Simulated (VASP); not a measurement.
# HfB2 (P6/mmm) in VASP: a series of runs

Runs on HfB2. Level: PBE. Tasks: relaxation of cell and atoms.

Everything below comes from runs of VASP 6.6.1. Logs are shortened: lines on timing, memory, paths and dates and some standing lists are left out, and cuts for length are marked.

## Step 1: The cell of the first run

It takes space group P6/mmm (No. 191, hexagonal). The conventional cell has a = 3.140 Å, b = 3.140 Å, c = 3.480 Å, α = 90.00°, β = 90.00°, γ = 120.00°. Hf (site symmetry 6/mmm) has 12 B at 2.51 Å and 6 Hf at 3.14 Å within 3.3 Å. B (site symmetry -6m2) has 3 B at 1.81 Å within 2.4 Å.

## Step 2: Relaxation of cell and atoms, PBE, target pressure 2 GPa, at which the enthalpy is minimised

INCAR

```
  PREC = Accurate
  ENCUT = 500
  EDIFF = 1E-7
  ISMEAR = -1
  SIGMA = 0.15
  LREAL = F
  LASPH = T
  NELM = 120
  ALGO = Normal
  ISIF = 3
  LWAVE = F
  LCHARG = F
  GGA = PE
  IBRION = 2
  NSW = 80
  EDIFFG = -0.05
  PSTRESS = 20.0
  GGA_COMPAT = F
  NELMIN = 4
```

KPOINTS

```
regular mesh
0
Gamma
  11 11 9
```

POSCAR

```
HfB2
1.0
    3.1400000000      0.0000000000      0.0000000000
   -1.5700000000      2.7193200000      0.0000000000
    0.0000000000      0.0000000000      3.4800000000
Hf B
1 2
Direct
    0.0000000000      0.0000000000      0.0000000000
    0.3333333333      0.6666666667      0.5000000000
    0.6666666667      0.3333333333      0.5000000000
```

Potentials or basis: VASP PAW PBE potentials, release 64 (Hf_pv, B).

The run is started by

```
$ cat potpaw_PBE.64/Hf_pv/POTCAR potpaw_PBE.64/B/POTCAR > POTCAR
$ mpirun -np 1 vasp_std > vasp.out
```

OUTCAR:

```text
PREC = Accurate
   ENCUT = 500
   EDIFF = 1E-7
   ISMEAR = -1
   LREAL = F
   LASPH = T
   NELM = 120
   ISIF = 3
   GGA = PE
   IBRION = 2
   NSW = 80
   EDIFFG = -0.05
   PSTRESS = 20.0
   NELMIN = 4

 ion  position               nearest neighbor table
   1  0.000  0.000  0.000-   2 2.51   3 2.51   2 2.51   3 2.51   3 2.51   3 2.51   2 2.51   2 2.51
                             3 2.51   3 2.51   2 2.51   2 2.51
   2  0.333  0.667  0.500-   3 1.81   3 1.81   3 1.81   1 2.51   1 2.51   1 2.51   1 2.51   1 2.51
                             1 2.51
   3  0.667  0.333  0.500-   2 1.81   2 1.81   2 1.81   1 2.51   1 2.51   1 2.51   1 2.51   1 2.51
                             1 2.51

  LATTYP: Found a hexagonal cell.
 ALAT       =     3.1400000000
 C/A-ratio  =     1.1082802548

  Lattice vectors:

 A1 = (   3.1400000000,   0.0000000000,   0.0000000000)
 A2 = (  -1.5700000000,   2.7193200000,   0.0000000000)
 A3 = (   0.0000000000,   0.0000000000,   3.4800000000)

Analysis of symmetry for initial positions (statically):
=====================================================================
 Subroutine PRICEL returns:
 Original cell was already a primitive cell.

 Routine SETGRP: Setting up the symmetry group for a
 hexagonal supercell.

 Subroutine GETGRP returns: Found 24 space group operations
 (whereof 24 operations were pure point group operations)
 out of a pool of 24 trial point group operations.

The static configuration has the point symmetry D_6h.

Analysis of symmetry for dynamics (positions and initial velocities):
=====================================================================
 Subroutine PRICEL returns:
 Original cell was already a primitive cell.

 Routine SETGRP: Setting up the symmetry group for a
 hexagonal supercell.

 Subroutine GETGRP returns: Found 24 space group operations
 (whereof 24 operations were pure point group operations)
 out of a pool of 24 trial point group operations.

The dynamic configuration has the point symmetry D_6h.

 Subroutine INISYM returns: Found 24 space group operations
 (whereof 24 operations are pure point group operations),
 and found     1 'primitive' translations

----------------------------------------------------------------------------------------

                                     Primitive cell

  volume of cell :      29.7146
[... 107 lines left out ...]
   EFERMI_NEDOS =   21; number of points for ismear=-14 and -15
   IALGO  =     38    algorithm
   IMIX   =      4    mixing-type and parameters
     AMIX     =   0.40;   BMIX     =  1.00
     AMIX_MAG =   1.60;   BMIX_MAG =  1.00
  volume/ion in A,a.u.               =       9.90        66.84
  Fermi-wavevector in a.u.,A,eV,Ry     =   1.331860  2.516850 24.134692  1.773850
  Thomas-Fermi vector in A             =   2.460838
   LORBIT       =      0    0 simple, 1 ext, 2 COOP (PROOUT), +10 PAW based schemes
   GGA     = PE    functional components
   LHFCALC =     F    Hartree Fock is set to
   AEXX    =    0.0000 exact exchange contribution
   IVDW    =     0    specifies the selected vdW correction
   LEPSILON=     F    determine dielectric tensor
   LRPA    =     F    only Hartree local field effects (RPA)
 conjugate gradient relaxation of ions
 non-spin polarized calculation
  energy-cutoff  :      500.00
  volume of cell :       29.71
 maximum number of plane-waves:       769
 NGX is ok and might be reduce to    24
   NGX = 11   NGY = 11   NGZ = 13

--------------------------------------- Ionic step        1  -------------------------------------------

 number of electron      15.9999998 magnetization

 Free energy of the ion-electron system (eV)
  ---------------------------------------------------
  ext. energy  EPLUGINS =         0.00000000
  ---------------------------------------------------
  free energy    TOTEN  =       -26.41161866 eV

  energy without entropy =      -26.39431932  energy(sigma->0) =      -26.40296899

------------------------ aborting loop because EDIFF is reached ----------------------------------------

  FORCE on cell =-STRESS in cart. coord.  units (eV):
  Direction    XX          YY          ZZ          XY          YZ          ZX
  --------------------------------------------------------------------------------------
  -------------------------------------------------------------------------------------
  Total        0.1699074      0.1699074      0.2264090      0.0000000      0.0000000      0.0000000
  in kB        9.1612250      9.1612265     12.2077358      0.0000000      0.0000000      0.0000000
  external PRESSURE =      -9.8232709 kB  Pullay stress =      20.0000000 kB
[... 65 lines left out ...]
--------------------------------------- Ionic step        3  -------------------------------------------

 number of electron      15.9999998 magnetization

 Free energy of the ion-electron system (eV)
  ---------------------------------------------------
  ext. energy  EPLUGINS =         0.00000000
  ---------------------------------------------------
  free energy    TOTEN  =       -26.41056178 eV

  energy without entropy =      -26.39338142  energy(sigma->0) =      -26.40197160

 E-fermi :   7.6783     XC(G=0): -12.6146

 val. band max:        7.6758429124   @ k =   0.2727   0.1818   0.0000
 cond. band min:       7.9180807996   @ k =   0.0909   0.0000   0.3333
 fundamental gap:      0.2422378872
 Fermi energy:         7.6783134583

 k-point     1 :       0.0000    0.0000    0.0000
  band No.  band energies     occupation
      1     -22.9232      2.00000
      2     -22.4209      2.00000
      3     -22.4209      2.00000
      4      -6.0748      2.00000
      5       4.6854      2.00000
      6       4.7986      2.00000
      7       4.7986      2.00000
      8       4.9174      2.00000
      9      11.7458      0.00000
     10      11.7458      0.00000
     11      12.3786      0.00000
     12      12.3786      0.00000
[... 331 lines left out ...]
 k-point    24 :       0.1818    0.0909    0.1111
  band No.  band energies     occupation
      1     -22.8915      2.00000
      2     -22.7800      2.00000
      3     -22.5172      2.00000
      4      -4.7406      2.00000
      5       2.4049      2.00000
      6       3.5687      2.00000
      7       4.2063      2.00000
      8       6.2653      1.99984
      9       8.6701      0.00268
     10      11.1407      0.00000
     11      11.8264      0.00000
     12      12.7170      0.00000

 [... further k-points ...]

------------------------ aborting loop because EDIFF is reached ----------------------------------------

  FORCE on cell =-STRESS in cart. coord.  units (eV):
  Direction    XX          YY          ZZ          XY          YZ          ZX
  --------------------------------------------------------------------------------------
  -------------------------------------------------------------------------------------
  Total        0.3680400      0.3680400      0.3784527      0.0000000      0.0000000     -0.0000000
  in kB       19.9203293     19.9203327     20.4839220      0.0000000      0.0000000     -0.0000000
  external PRESSURE =       0.1081947 kB  Pullay stress =      20.0000000 kB
[... 22 lines left out ...]
  energy  without entropy=      -26.3933814163  energy(sigma->0) =      -26.40197160

  enthalpy is  TOTEN    =       -26.0410498291 eV   P V=        0.3695119464

 reached required accuracy - stopping structural energy minimisation
```

OSZICAR:

```text
N       E                     dE             d eps       ncg     rms          rms(c)
DAV:   1     0.261832680675E+02    0.26183E+02   -0.82940E+03  1920   0.123E+03
DAV:   2    -0.272050387009E+02   -0.53388E+02   -0.50270E+02  2408   0.233E+02
DAV:   3    -0.287782924018E+02   -0.15733E+01   -0.15537E+01  2516   0.311E+01
DAV:   4    -0.287902551197E+02   -0.11963E-01   -0.11951E-01  2292   0.294E+00
[... 25 lines left out ...]
DAV:   3    -0.264105772590E+02    0.22991E-03   -0.71697E-04  2284   0.235E-01    0.228E-01
DAV:   4    -0.264105864232E+02   -0.91642E-05   -0.14306E-05  2328   0.373E-02    0.273E-01
DAV:   5    -0.264105639836E+02    0.22440E-04   -0.27830E-05  2320   0.327E-02    0.672E-02
DAV:   6    -0.264105618595E+02    0.21241E-05   -0.53091E-06  2372   0.143E-02    0.790E-03
DAV:   7    -0.264105617755E+02    0.84024E-07   -0.20254E-07  2068   0.374E-03
   3 F= -.26041050E+02 E0= -.26032460E+02  d E =-.358319E-03
```

It took 24 s on 1 thread of Intel Xeon 6975P-C (Granite Rapids), shared host; peak memory 0.17 GiB.

What came out:

| Item | Value |
| --- | --- |
| Free energy | -26.4106 eV |
| Relaxed volume | 9.87 Å³/atom |
| Relaxed cell | a = 3.136 Å, b = 3.136 Å, c = 3.476 Å, α = 90.00°, β = 90.00°, γ = 120.00° |
| Space group after relaxing (to 0.1 Å) | P6/mmm (No. 191) |
| Energy change on relaxing (the run minimises the enthalpy) | +0.4 meV/atom |
| Ionic steps | 3 |
| Pressure after relaxing | 2.0 GPa |
| Band gap on the k mesh | zero (bands 8 and 9 overlap by 1.31 eV) |

The path:
```csv
step,energy change (eV),largest force (eV/Å),pressure (GPa),volume (Å³)
1,0.0000,0.0000,1.02,29.71
2,0.0035,0.0000,3.34,29.45
3,0.0011,0.0000,2.01,29.60
```

Final structure:
```yaml
crystal:
  lattice:
    - [3.13559, 0.00000, 0.00000]
    - [-1.56779, 2.71550, 0.00000]
    - [0.00000, 0.00000, 3.47648]
  atoms:
    - { symbol: Hf, position: [0.00000, 0.00000, 0.00000] }
    - { symbol: B, position: [0.33333, 0.66667, 0.50000] }
    - { symbol: B, position: [0.66667, 0.33333, 0.50000] }
```

Levels at points of the mesh, in eV from the Fermi level:
```tsv
k point	band 4	band 5	band 6	band 7	band 8	band 9	band 10	band 11	band 12
(0.00, 0.00, 0.00)	-13.75	-2.99	-2.88	-2.88	-2.76	4.07	4.07	4.70	4.70
```

Caveat: the cell is relaxed towards a set pressure, so the run minimises the enthalpy, not the energy; spin-orbit coupling is left out, which moves the levels of the heavy elements.

## Step 3: Relaxation of cell and atoms, PBE, target pressure 5 GPa, at which the enthalpy is minimised

INCAR: that of step 2 with these lines changed.

```diff
@@ -16,3 +16,3 @@
   EDIFFG = -0.05
-  PSTRESS = 20.0
+  PSTRESS = 50.0
   GGA_COMPAT = F
```

KPOINTS

```
Automatic mesh
0
Gamma
  11 11 9
```

POSCAR is that of step 2.

Potentials or basis: VASP PAW PBE potentials, release 64 (Hf_pv, B).

The run is started by

```
$ cat potpaw_PBE.64/Hf_pv/POTCAR potpaw_PBE.64/B/POTCAR > POTCAR
$ mpirun -np 1 vasp_std > vasp.out
```

Run time: 23 s. Hardware: 1 thread of Intel Xeon 6975P-C (Granite Rapids), shared host; peak memory 0.17 GiB.

The run converged. Its results:

```
Free energy                                                : -26.4034 eV
Relaxed volume                                             : 9.76 Å³/atom
Relaxed cell                                               : a = 3.124 Å, b = 3.124 Å, c = 3.464 Å, α = 90.00°, β = 90.00°, γ = 120.00°
Space group after relaxing (to 0.1 Å)                      : P6/mmm (No. 191)
Energy change on relaxing (the run minimises the enthalpy) : +2.7 meV/atom
Ionic steps                                                : 3
Pressure after relaxing                                    : 5.0 GPa
Band gap on the k mesh                                     : zero (bands 8 and 9 overlap by 1.33 eV)
```

Stress tensor (GPa, compression positive):
```
5.07 0.00 0.00
0.00 5.07 0.00
0.00 0.00 4.81
```

The path:
```csv
step,energy change (eV),largest force (eV/Å),pressure (GPa),volume (Å³)
1,0.0000,0.0000,1.02,29.71
2,0.0380,0.0000,10.92,28.67
3,0.0082,0.0000,4.99,29.27
```

Final structure:
```cif
data_structure
_symmetry_space_group_name_H-M 'P 1'
_symmetry_Int_Tables_number 1
_cell_length_a 3.1240
_cell_length_b 3.1240
_cell_length_c 3.4636
_cell_angle_alpha 90.000
_cell_angle_beta 90.000
_cell_angle_gamma 120.000
_cell_volume 29.27
loop_
_atom_site_label
_atom_site_type_symbol
_atom_site_fract_x
_atom_site_fract_y
_atom_site_fract_z
_atom_site_occupancy
Hf1 Hf 0.00000 0.00000 0.00000 1
B1 B 0.33333 0.66667 0.50000 1
B2 B 0.66667 0.33333 0.50000 1
```

Levels at points of the mesh, in eV from the Fermi level:
| k point | band 5 | band 6 | band 7 | band 8 | band 9 | band 10 | band 11 | band 12 |
| --- | --- | --- | --- | --- | --- | --- | --- | --- |
| (0.00, 0.00, 0.00) | -3.02 | -2.90 | -2.90 | -2.76 | 4.13 | 4.13 | 4.76 | 4.76 |

Caveat: the cell is relaxed towards a set pressure, so the run minimises the enthalpy, not the energy; spin-orbit coupling is left out, which moves the levels of the heavy elements.

## Step 4: Relaxation of cell and atoms, PBE, target pressure 10 GPa, at which the enthalpy is minimised

INCAR

```
PREC = Accurate
ENCUT = 500
EDIFF = 1E-7
ISMEAR = -1
SIGMA = 0.15
LREAL = False
LASPH = True
NELM = 120
ALGO = Normal
ISIF = 3
LWAVE = False
LCHARG = False
GGA = PE
IBRION = 2
NSW = 80
EDIFFG = -0.05
PSTRESS = 100.0
GGA_COMPAT = False
NELMIN = 4
```

KPOINTS

```
regular mesh
0
Gamma
  11 11 9
```

POSCAR is that of step 3.

The run is started by

```
$ cat potpaw_PBE.64/Hf_pv/POTCAR potpaw_PBE.64/B/POTCAR > POTCAR
$ mpirun -np 1 vasp_std > vasp.out
```

It took 25 s on 1 thread of Intel Xeon 6975P-C (Granite Rapids), shared host; peak memory 0.17 GiB.

Results (log left out):

```yaml
Free_energy: -26.3802 eV
Relaxed_volume: 9.59 Å³/atom
Relaxed_cell: a = 3.106 Å, b = 3.106 Å, c = 3.444 Å, α = 90.00°, β = 90.00°, γ = 120.00°
Space_group_after_relaxing_to_0.1_Å: P6/mmm (No. 191)
Energy_change_on_relaxing_the_run_minimises_the_enthalpy: +10.5 meV/atom
Ionic_steps: 3
Pressure_after_relaxing: 9.9 GPa
Band_gap_on_the_k_mesh: zero (bands 8 and 9 overlap by 1.35 eV)
```

Stress tensor (GPa, compression positive):
```
10.13  0.00  0.00
 0.00 10.13  0.00
 0.00  0.00  9.38
```

Step by step:
```csv
step,energy change (eV),largest force (eV/Å),pressure (GPa),volume (Å³)
1,0.0000,0.0000,1.02,29.71
2,0.1815,0.0000,25.59,27.39
3,0.0314,0.0000,9.88,28.77
```

Final structure:
```
Hf B
1.0
     3.10596    0.00000    0.00000
    -1.55298    2.68984    0.00000
     0.00000    0.00000    3.44354
Hf B
1 2
Direct
  0.00000 0.00000 0.00000
  0.33333 0.66667 0.50000
  0.66667 0.33333 0.50000
```

Levels at points of the mesh, in eV from the Fermi level:
| k point | band 4 | band 5 | band 6 | band 7 | band 8 | band 9 | band 10 | band 11 | band 12 |
| --- | --- | --- | --- | --- | --- | --- | --- | --- | --- |
| (0.00, 0.00, 0.00) | -13.91 | -3.06 | -2.94 | -2.94 | -2.75 | 4.22 | 4.22 | 4.86 | 4.86 |

Caveat: the cell is relaxed towards a set pressure, so the run minimises the enthalpy, not the energy; spin-orbit coupling is left out, which moves the levels of the heavy elements.

## Step 5: Summary

| cell | gap on the mesh (eV) | pressure (GPa) |
| --- | --- | --- |
| relaxed to 2 GPa | none | 2.0 |
| relaxed to 5 GPa | none | 5.0 |
| relaxed to 10 GPa | none | 9.9 |

Alike in all rows: task relaxation of cell and atoms; level PBE; potentials or basis VASP PAW PBE potentials, release 64 (Hf_pv, B); no spin polarisation; k mesh 11 × 11 × 9; cutoff (eV) 500; smearing fermi-dirac 0.15 eV.

Caveats: the cell is relaxed towards a set pressure, so the run minimises the enthalpy, not the energy; spin-orbit coupling is left out, which moves the levels of the heavy elements.

Total energies depend on the potentials used, so only differences within one code and one set of settings carry meaning.

The gap in the log of VASP goes by the Fermi energy; the results here count the filled bands.